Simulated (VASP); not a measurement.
# SiNi2 (Pnma) in VASP: single point with PBE

Aim: the single point of SiNi2 with PBE.

All numbers are computed with VASP 6.6.1; they aren't measurements. Logs are shortened: lines on timing, memory, paths and dates and some standing lists are left out, and cuts for length are marked.

## Step 1: The cell of the first run

Symmetry: Pnma, No. 62, orthorhombic system. Conventional cell: a = 5.025 Å, b = 3.729 Å, c = 7.075 Å, α = 90.00°, β = 90.00°, γ = 90.00°. Si (site symmetry m) has 11 Ni at 2.31 to 3.34 Å and 4 Si at 3.16 to 3.27 Å within 3.4 Å. Ni (site symmetry m) has 5 Si at 2.35 to 2.58 Å and 8 Ni at 2.57 to 2.72 Å within 3.1 Å. Within 3.1 Å of Ni (site symmetry m) lie 5 Si at 2.31 to 2.76 Å and 8 Ni at 2.57 to 2.72 Å.

## Step 2: Single point, PBE

File INCAR:

```
ALGO = Normal
EDIFF = 1E-6
ENCUT = 600
GGA = PE
GGA_COMPAT = F
ISIF = 2
ISMEAR = 1
LASPH = T
LCHARG = F
LREAL = F
LWAVE = F
NBANDS = 60
NELM = 120
PREC = Accurate
SIGMA = 0.1
```

File KPOINTS:

```
k-points
0
Gamma
  8 10 6
```

File POSCAR:

```
SiNi2
1.0
    5.0248622229      0.0000000000      0.0000000000
    0.0000000000      3.7291076778      0.0000000000
    0.0000000000      0.0000000000      7.0747581262
Si Ni
4 8
Direct
    0.2866714346      0.7500000000      0.6147319514
    0.7133285654      0.2500000000      0.3852680486
    0.2133285654      0.2500000000      0.1147319514
    0.7866714346      0.7500000000      0.8852680486
    0.9594166356      0.7500000000      0.2037444348
    0.0405833644      0.2500000000      0.7962555652
    0.5405833644      0.2500000000      0.7037444348
    0.4594166356      0.7500000000      0.2962555652
    0.8306684211      0.7500000000      0.5603455574
    0.1693315789      0.2500000000      0.4396544426
    0.6693315789      0.2500000000      0.0603455574
    0.3306684211      0.7500000000      0.9396544426
```

Potentials or basis: VASP PAW PBE potentials, release 64 (Si, Ni).

Command:

```sh
> cat potpaw_PBE.64/Si/POTCAR potpaw_PBE.64/Ni/POTCAR > POTCAR
> mpirun -np 1 vasp_std > vasp.out
```

OUTCAR:

```text
EDIFF = 1E-6
   ENCUT = 600
   GGA = PE
   ISIF = 2
   ISMEAR = 1
   LASPH = T
   LREAL = F
   NELM = 120
   PREC = Accurate

 ion  position               nearest neighbor table
   1  0.287  0.750  0.615-  12 2.31  10 2.31  10 2.31   9 2.32   7 2.35   7 2.35   8 2.41   6 2.58
                             6 2.58   9 2.76
   2  0.713  0.250  0.385-  11 2.31   9 2.31   9 2.31  10 2.32   8 2.35   8 2.35   7 2.41   5 2.58
                             5 2.58  10 2.76
   3  0.213  0.250  0.115-  10 2.31  12 2.31  12 2.31  11 2.32   5 2.35   5 2.35   6 2.41   8 2.58
                             8 2.58  11 2.76
   4  0.787  0.750  0.885-   9 2.31  11 2.31  11 2.31  12 2.32   6 2.35   6 2.35   5 2.41   7 2.58
                             7 2.58  12 2.76
   5  0.959  0.750  0.204-   3 2.35   3 2.35   4 2.41  11 2.57  11 2.57   2 2.58   2 2.58   8 2.60
                             8 2.60   9 2.60  12 2.64  10 2.72  10 2.72
   6  0.041  0.250  0.796-   4 2.35   4 2.35   3 2.41  12 2.57  12 2.57   1 2.58   1 2.58   7 2.60
                             7 2.60  10 2.60  11 2.64   9 2.72   9 2.72
   7  0.541  0.250  0.704-   1 2.35   1 2.35   2 2.41   9 2.57   9 2.57   4 2.58   4 2.58   6 2.60
                             6 2.60  11 2.60  10 2.64  12 2.72  12 2.72
   8  0.459  0.750  0.296-   2 2.35   2 2.35   1 2.41  10 2.57  10 2.57   3 2.58   3 2.58   5 2.60
                             5 2.60  12 2.60   9 2.64  11 2.72  11 2.72
   9  0.831  0.750  0.560-   4 2.31   2 2.31   2 2.31   1 2.32   7 2.57   7 2.57   5 2.60   8 2.64
                            10 2.66  10 2.66   6 2.72   6 2.72   1 2.76
  10  0.169  0.250  0.440-   3 2.31   1 2.31   1 2.31   2 2.32   8 2.57   8 2.57   6 2.60   7 2.64
                             9 2.66   9 2.66   5 2.72   5 2.72   2 2.76
  11  0.669  0.250  0.060-   2 2.31   4 2.31   4 2.31   3 2.32   5 2.57   5 2.57   7 2.60   6 2.64
                            12 2.66  12 2.66   8 2.72   8 2.72   3 2.76
  12  0.331  0.750  0.940-   1 2.31   3 2.31   3 2.31   4 2.32   6 2.57   6 2.57   8 2.60   5 2.64
                            11 2.66  11 2.66   7 2.72   7 2.72   4 2.76

  LATTYP: Found a simple orthorhombic cell.
 ALAT       =     3.7291076778
 B/A-ratio  =     1.3474704023
 C/A-ratio  =     1.8971718538

  Lattice vectors:

 A1 = (   0.0000000000,  -3.7291076778,   0.0000000000)
 A2 = (   5.0248622229,   0.0000000000,   0.0000000000)
 A3 = (   0.0000000000,   0.0000000000,   7.0747581262)

Analysis of symmetry for initial positions (statically):
=====================================================================
 Subroutine PRICEL returns:
 Original cell was already a primitive cell.

 Routine SETGRP: Setting up the symmetry group for a
 simple orthorhombic supercell.

 Subroutine GETGRP returns: Found  8 space group operations
 (whereof  2 operations were pure point group operations)
 out of a pool of  8 trial point group operations.

The static configuration has the point symmetry S_2 .
 The point group associated with its full space group is D_2h.

Analysis of symmetry for dynamics (positions and initial velocities):
=====================================================================
 Subroutine PRICEL returns:
 Original cell was already a primitive cell.

 Routine SETGRP: Setting up the symmetry group for a
 simple orthorhombic supercell.

 Subroutine GETGRP returns: Found  8 space group operations
 (whereof  2 operations were pure point group operations)
 out of a pool of  8 trial point group operations.

The dynamic configuration has the point symmetry S_2 .
 The point group associated with its full space group is D_2h.

 Subroutine INISYM returns: Found  8 space group operations
 (whereof  2 operations are pure point group operations),
 and found     1 'primitive' translations

----------------------------------------------------------------------------------------

                                     Primitive cell

  volume of cell :     132.5686

  direct lattice vectors                    reciprocal lattice vectors
     5.024862223  0.000000000  0.000000000     0.199010432  0.000000000  0.000000000
     0.000000000  3.729107678  0.000000000     0.000000000  0.268160666  0.000000000
     0.000000000  0.000000000  7.074758126     0.000000000  0.000000000  0.141347588

  length of vectors
     5.024862223  3.729107678  7.074758126     0.199010432  0.268160666  0.141347588

  position of ions in fractional coordinates (direct lattice)
[... 41 lines left out ...]
     0.000000000  0.000000000  0.023557931     0.000000000  0.000000000  0.166666667

  Length of vectors
     0.024876304  0.026816067  0.023557931

  Shift w.r.t. Gamma in fractional coordinates (k-lattice)
     0.000000000  0.000000000  0.000000000

 Subroutine IBZKPT returns following result:
 ===========================================

 Found    120 irreducible k-points:

 Following reciprocal coordinates:
            Coordinates               Weight
  0.000000  0.000000  0.000000      1.000000
  0.125000  0.000000  0.000000      2.000000
  0.250000  0.000000  0.000000      2.000000
  0.375000  0.000000  0.000000      2.000000
  0.500000  0.000000  0.000000      1.000000
  0.000000  0.100000  0.000000      2.000000
[... 16 lines left out ...]
  0.250000  0.400000  0.000000      4.000000
  0.375000  0.400000  0.000000      4.000000
 [... further k-points ...]
   k-points           NKPTS =    120   k-points in BZ     NKDIM =    120   number of bands    NBANDS=     60
   number of dos      NEDOS =    301   number of ions     NIONS =     12
   total plane-waves  NPLWV =  72000
   dimension x,y,z NGX =    40 NGY =   30 NGZ =   60
   dimension x,y,z NGXF=    80 NGYF=   60 NGZF=  120
   ions per type =               4   8
   NGX,Y,Z   is equivalent  to a cutoff of  13.23, 13.37, 14.10 a.u.
   NGXF,Y,Z  is equivalent  to a cutoff of  26.47, 26.75, 28.20 a.u.
 SYSTEM =  unknown system
   PREC   = accura    normal or accurate (medium, high low for compatibility)
   ISTART =      0    job   : 0-new  1-cont  2-samecut
   ICHARG =      2    charge: 1-file 2-atom 10-const
   ISPIN  =      1    spin polarized calculation?
   LNONCOLLINEAR =      F non collinear calculations
   LSORBIT =      F    spin-orbit coupling
   LASPH  =      T    aspherical Exc in radial PAW
   ENCUT  =  600.0 eV  44.10 Ry    6.64 a.u.  10.04  7.45 14.13*2*pi/ulx,y,z
   NELM   =    120;   NELMIN=  2; NELMDL= -5     # of ELM steps
   EDIFF  = 0.1E-05   stopping-criterion for ELM
   LREAL  =      F    real-space projection
   EDIFFG = 0.1E-04   stopping-criterion for IOM
   NSW    =      0    number of steps for IOM
   IBRION =     -1    ionic relax: 0-MD 1-quasi-New 2-CG
   NFREE  =      0    steps in history (QN), initial steepest desc. (CG)
   ISIF   =      2    stress and relaxation
   ISYM   =      2    0-nonsym 1-usesym 2-fastsym
   POTIM  = 0.5000    time-step for ionic-motion
   TEBEG  =    0.0;   TEEND  =   0.0 temperature during run
   PSTRESS=    0.0 pullay stress
   NELECT =      96.0000    total number of electrons
   NUPDOWN=      -1.0000    fix difference up-down
   EMIN   =  10.00;   EMAX   =-10.00  energy-range for DOS
   EFERMI =   0.00;   METHOD = LEGACY
   ISMEAR =     1;   SIGMA  =   0.10  broadening in eV -4-tet -1-fermi 0-gaus
   EFERMI_NEDOS =   21; number of points for ismear=-14 and -15
   IALGO  =     38    algorithm
   IMIX   =      4    mixing-type and parameters
     AMIX     =   0.40;   BMIX     =  1.00
     AMIX_MAG =   1.60;   BMIX_MAG =  1.00
  volume/ion in A,a.u.               =      11.05        74.55
  Fermi-wavevector in a.u.,A,eV,Ry     =   1.470116  2.778117 29.405480  2.161242
  Thomas-Fermi vector in A             =   2.585412
   LORBIT       =      0    0 simple, 1 ext, 2 COOP (PROOUT), +10 PAW based schemes
   GGA     = PE    functional components
   LHFCALC =     F    Hartree Fock is set to
   AEXX    =    0.0000 exact exchange contribution
   IVDW    =     0    specifies the selected vdW correction
   LEPSILON=     F    determine dielectric tensor
   LRPA    =     F    only Hartree local field effects (RPA)
 non-spin polarized calculation
 Methfessel and Paxton  Order N= 1 SIGMA  =   0.10
  energy-cutoff  :      600.00
  volume of cell :      132.57
 maximum number of plane-waves:      4454
   NGX = 21   NGY = 15   NGZ = 29

 number of electron      95.9999979 magnetization

 Free energy of the ion-electron system (eV)
  ---------------------------------------------------
  ext. energy  EPLUGINS =         0.00000000
  ---------------------------------------------------
  free energy    TOTEN  =       -72.09314500 eV

  energy without entropy =      -72.09088250  energy(sigma->0) =      -72.09239083

 E-fermi :  10.9639     XC(G=0): -12.8640

 val. band max:       10.9636405205   @ k =   0.0000   0.5000   0.3333
 cond. band min:      10.9752060510   @ k =   0.3750   0.5000   0.5000
 fundamental gap:      0.0115655305
 Fermi energy:        10.9638623826

 k-point     1 :       0.0000    0.0000    0.0000
  band No.  band energies     occupation
      1      -1.5902      2.00000
      2       0.9688      2.00000
      3       1.0151      2.00000
      4       2.7944      2.00000
      5       4.3982      2.00000
      6       4.8769      2.00000
[... 1501 lines left out ...]
     59      16.2441      0.00000
     60      17.1149      0.00000

 [... further k-points ...]

------------------------ aborting loop because EDIFF is reached ----------------------------------------

  FORCE on cell =-STRESS in cart. coord.  units (eV):
  Direction    XX          YY          ZZ          XY          YZ          ZX
  --------------------------------------------------------------------------------------
  -------------------------------------------------------------------------------------
  Total        0.0198205      0.0869134      0.0109713      0.0000000      0.0000000      0.0000000
  in kB        0.2395432      1.0504050      0.1325953      0.0000000      0.0000000      0.0000000
  external PRESSURE =       0.4741812 kB  Pullay stress =       0.0000000 kB

 VOLUME and BASIS-vectors are now :
 -----------------------------------------------------------------------------
  energy-cutoff  :      600.00
  volume of cell :      132.57
      direct lattice vectors                 reciprocal lattice vectors
     5.024862223  0.000000000  0.000000000     0.199010432  0.000000000  0.000000000
     0.000000000  3.729107678  0.000000000     0.000000000  0.268160666  0.000000000
     0.000000000  0.000000000  7.074758126     0.000000000  0.000000000  0.141347588

 POSITION                                       TOTAL-FORCE (eV/Angst)
 -----------------------------------------------------------------------------------
      1.44048      2.79683      4.34908        -0.006479      0.000000     -0.000359
      3.58438      0.93228      2.72568         0.006479      0.000000      0.000359
      1.07195      0.93228      0.81170         0.006479     -0.000000     -0.000359
      3.95292      2.79683      6.26306        -0.006479      0.000000      0.000359
      4.82094      2.79683      1.44144        -0.009083      0.000000      0.007697
      0.20393      0.93228      5.63332         0.009083     -0.000000     -0.007697
      2.71636      0.93228      4.97882         0.009083     -0.000000      0.007697
      2.30851      2.79683      2.09594        -0.009083      0.000000     -0.007697
      4.17399      2.79683      3.96431        -0.003108     -0.000000     -0.001798
      0.85087      0.93228      3.11045         0.003108      0.000000      0.001798
      3.36330      0.93228      0.42693         0.003108     -0.000000     -0.001798
      1.66156      2.79683      6.64783        -0.003108      0.000000      0.001798
 -----------------------------------------------------------------------------------
    total drift:                               -0.000000      0.000000     -0.000000

  FREE ENERGIE OF THE ION-ELECTRON SYSTEM (eV)
  ---------------------------------------------------
  free  energy   TOTEN  =       -72.0931450018 eV

  energy  without entropy=      -72.0908824984  energy(sigma->0) =      -72.09239083
```

Wall time 26 min (1 thread of Oxide Virtual Turin-like, shared host); peak memory 0.8 GiB.

Results:

```
Free energy            : -72.0931 eV
Pressure               : 0.0 GPa
Largest force          : 0.012 eV/Å
Band gap on the k mesh : zero (bands 48 and 49 overlap by 1.67 eV)
```

Forces in eV/Å, atoms in the order of the input:
```
Si  -0.006  0.000  0.000
Si   0.006  0.000  0.000
Si   0.006  0.000  0.000
Si  -0.006  0.000  0.000
Ni  -0.009  0.000  0.008
Ni   0.009  0.000 -0.008
Ni   0.009  0.000  0.008
Ni  -0.009  0.000 -0.008
Ni  -0.003  0.000 -0.002
Ni   0.003  0.000  0.002
Ni   0.003  0.000 -0.002
Ni  -0.003  0.000  0.002
```

Stress tensor (GPa, compression positive):
```
0.02 0.00 0.00
0.00 0.11 0.00
0.00 0.00 0.01
```

Spin polarisation is off, so any magnetic state and its effect on volume and gap are missing.
